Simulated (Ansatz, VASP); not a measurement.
# Two plane-wave programs on CsAl3

File INCAR:

```
SYSTEM = CsAl3
PREC = Accurate
ENCUT = 600
EDIFF = 1E-6
ISMEAR = 0
SIGMA = 0.1
LREAL = .FALSE.
LASPH = .TRUE.
NELM = 80
ALGO = Normal
ISIF = 3
LWAVE = .FALSE.
LCHARG = .FALSE.
GGA = PE
IBRION = 2
NSW = 100
EDIFFG = -0.01
```

The input KPOINTS:

```
regular mesh
0
G
  10 10 10
  0 0 0
```

Contents of POSCAR:

```
CsAl3
1.0
    4.7903207284      0.0000000000      0.0000000000
    0.0000000000      4.7903207284      0.0000000000
    0.0000000000      0.0000000000      4.7903207284
Cs Al
1 3
Direct
    0.0000000000      0.0000000000      0.0000000000
    0.0000000000      0.5000000000      0.5000000000
    0.5000000000      0.0000000000      0.5000000000
    0.5000000000      0.5000000000      0.0000000000
```

Input for Ansatz:

```yaml
crystal:
  lattice:
    - [4.7903207284, 0.0, 0.0]
    - [0.0, 4.7903207284, 0.0]
    - [0.0, 0.0, 4.7903207284]
  atoms:
    - { symbol: Cs, position: [0.0, 0.0, 0.0] }
    - { symbol: Al, position: [0.0, 0.5, 0.5] }
    - { symbol: Al, position: [0.5, 0.0, 0.5] }
    - { symbol: Al, position: [0.5, 0.5, 0.0] }
basis:
  ecutwfc: 420
kpoints:
  mp_grid: { grid: [10, 10, 10] }
hamiltonian:
  xc: pbe
scf:
  occupations: { method: gaussian, width: 0.1 }
output:
  forces: true
  stress: true
  eigenvalues: true
relax:
  adjacent_minimum: "off"
  f_tol: 0.01
  max_steps: 80
  cell: { stress_tol: 0.05 }
```

Alike in both runs: task relaxation of cell and atoms; functional PBE; k mesh 10 × 10 × 10; occupations gaussian, width 0.1 eV; no spin polarisation.

|  | VASP | Ansatz |
| --- | --- | --- |
| version | VASP 6.6.1 | Ansatz 0.2.0 |
| potentials or method | VASP PAW PBE potentials, release 64 (Cs_sv, Al), cutoff 600 eV | scalar-relativistic, plane waves, PAW |
| valence electrons in the cell | 18 | 18 |

|  | VASP | Ansatz | Ansatz less VASP |
| --- | --- | --- | --- |
| gap on the k mesh at the Fermi level, each at its own relaxed structure (eV) | none | none | - |
| relaxed volume (Å³/atom) | 27.91 | 27.86 | -0.052 |
| relaxed cell length with the largest relative difference (Å) | 4.815 | 4.812 | -0.0030 |

A gap of «none» marks a metal or a gap that the smearing closes.

Spin-orbit coupling is off throughout.
